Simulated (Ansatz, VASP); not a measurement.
## One calculation of HgTe, two programs

File INCAR:

```
SYSTEM = HgTe
  ALGO = Normal
  EDIFF = 1E-6
  ENCUT = 520
  GGA = PE
  ISIF = 2
  ISMEAR = -1
  LASPH = .True.
  LCHARG = .False.
  LREAL = .False.
  LWAVE = .False.
  NBANDS = 16
  NELM = 100
  PREC = Accurate
  SIGMA = 0.08
```

Contents of KPOINTS:

```
k-points
0
Gamma
  10 10 10
  0 0 0
```

File POSCAR:

```
HgTe
1.0
   -0.0292150000      2.9068925000      2.9068925000
    2.9068925000     -0.0292150000      2.9068925000
    2.9068925000      2.9068925000     -0.0292150000
Hg Te
1 1
Direct
    0.0000000000      0.0000000000      0.0000000000
    0.5000000000      0.5000000000      0.5000000000
```

Input for Ansatz:

```yaml
crystal:
  lattice:
    - [-0.029215, 2.9068925, 2.9068925]
    - [2.9068925, -0.029215, 2.9068925]
    - [2.9068925, 2.9068925, -0.029215]
  atoms:
    - { symbol: Hg, position: [0.0, 0.0, 0.0] }
    - { symbol: Te, position: [0.5, 0.5, 0.5] }
kpoints:
  mp_grid: { grid: [10, 10, 10] }
  band_path:
    path:
      - [0.0, 0.0, 0.0]
      - [0.5, 0.5, 0.5]
      - [0.2525443832, 0.5, 0.7474556168]
      - [-0.2525443832, 0.2525443832, 0.5]
      - [0.0, 0.0, 0.5]
      - [0.0, 0.0, 0.0]
      - [-0.3762721916, 0.0, 0.3762721916]
      - [0.0, 0.3762721916, 0.6237278084]
      - [0.0, 0.5, 0.5]
    npoints: 5
scf:
  occupations: { method: fermi_dirac, width: 0.08 }
hamiltonian:
  xc: pbe
  pseudopotentials: { kind: all_electron, lapw: { basis_error: 0.001 } }
output:
  forces: true
  stress: true
  eigenvalues: true
```

Change from the starting cell: equal xy, yz and zx shear strains of -1 %.

Alike in both runs: task single point; functional PBE; k mesh 10 × 10 × 10; occupations fermi-dirac, width 0.08 eV; no spin polarisation.

|  | VASP | Ansatz |
| --- | --- | --- |
| version | VASP 6.6.1 | Ansatz 0.2.0 |
| potentials or method | VASP PAW PBE potentials, release 64 (Hg, Te), cutoff 520 eV | all-electron LAPW, scalar-relativistic |

|  | VASP | Ansatz | Ansatz less VASP |
| --- | --- | --- | --- |
| pressure (GPa) | 10.6 | 10.4 | -0.24 |
| traceless stress, the component that is largest in VASP (GPa) | 0.16 | 0.16 | +0.002 |

Ansatz ran all-electron here, and VASP with PAW potentials.

Spin-orbit coupling is off throughout.
